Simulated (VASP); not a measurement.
Wanted: the native input for a VASP 6.6.1 run.

* Task: single point
* Functional: PBE
* Potentials or basis: VASP PAW PBE potentials, release 64 (Ir)
* Cutoff: 520 eV
* k mesh: 16 × 16 × 16
* Occupations: fermi-dirac, width 0.1 eV
* Spin: no spin polarisation
* Dipole correction: no
* Further INCAR settings: ALGO = Normal; EDIFF = 1e-06; NBANDS = 10

The structure of Ir lies in POSCAR:

```
Ir
1.0
    2.5718968224      0.0000000000      0.0000000000
    0.0000000000      2.5718968224      0.0000000000
    0.0000000000      0.0000000000      2.5718968224
Ir
1
Direct
    0.0000000000      0.0000000000      0.0000000000
```

The input as run:

INCAR

```
PREC     = Accurate       # precision mode
ENCUT    = 520            # plane-wave cutoff, eV
EDIFF    = 1E-6           # SCF threshold, eV
ISMEAR   = -1             # smearing method
SIGMA    = 0.1            # smearing width, eV
LREAL    = False          # projectors in reciprocal space
LASPH    = True           # aspherical terms in the spheres
NELM     = 60             # most SCF steps
ALGO     = Normal         # electronic algorithm
ISIF     = 2              # what is computed and relaxed
LWAVE    = False          # write WAVECAR
LCHARG   = True           # write CHGCAR
GGA      = PE             # functional
LELF     = True           # ELF
LVHAR    = True         
NBANDS   = 10             # bands
```

KPOINTS

```
Automatic mesh
0
Gamma
  16 16 16
```

Potentials or basis: VASP PAW PBE potentials, release 64 (Ir).

The run is started by

```sh
$ cat potpaw_PBE.64/Ir/POTCAR > POTCAR
$ mpirun -np 1 vasp_std > vasp.out
```

Results of the run:

| Item | Value |
| --- | --- |
| Pressure | 0.2 GPa |

Wall time 12 s on 1 thread of Intel(R) Xeon(R) Platinum 8488C (Sapphire Rapids) (shared host), peak memory 0.15 GiB.
